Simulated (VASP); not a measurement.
Input of a VASP 6.6.1 run:

POSCAR

```
GaAs
1.0
    2.7767614924      2.7767614924      0.0000000000
   -2.7767614924      2.7767614924      0.0000000000
    0.0000000000      2.7767614924      2.8798759118
Ga As
1 1
Direct
    0.0000000000      0.0000000000      0.0000000000
    0.7500000000      0.2500000000      0.5000000000
```

Contents of INCAR.step1:

```
SYSTEM = GaAs
PREC = Accurate
ENCUT = 520
ISMEAR = 0
SIGMA = 0.01
LREAL = .False.
LASPH = .True.
NELM = 80
NBANDS = 16
GGA = PE
ALGO = Normal
EDIFF = 1E-4
LWAVE = .True.
LCHARG = .False.
```

Contents of INCAR.step2:

```
SYSTEM = GaAs
PREC = Accurate
ENCUT = 520
EDIFF = 1E-6
ISMEAR = 0
SIGMA = 0.01
LREAL = .False.
LASPH = .True.
NELM = 80
ALGO = Normal
ISIF = 2
LWAVE = .False.
LCHARG = .False.
METAGGA = R2SCAN
LMIXTAU = .True.
NBANDS = 16
ISTART = 1
```

Contents of KPOINTS:

```
regular mesh
0
Gamma
  8 8 8
  0 0 0
```

Potentials or basis: VASP PAW PBE potentials, release 64 (Ga_d, As).

Command:

```console
$ cat potpaw_PBE.64/Ga_d/POTCAR potpaw_PBE.64/As/POTCAR > POTCAR
$ cp INCAR.step1 INCAR
$ mpirun -np 1 vasp_std > vasp.out
$ cp INCAR.step2 INCAR
$ mpirun -np 1 vasp_std > vasp.out
```

(1) What does it give for the pressure?

(2) Estimate the band gap on the k mesh.

Answers

(1) 2.0 GPa.

(2) 1.05 eV, direct.

Caveat: the cell differs from its parent crystal (in-plane strain -0.02, then relaxed in part); the PAW data sets were made with another functional, which shifts forces and pressure a little.
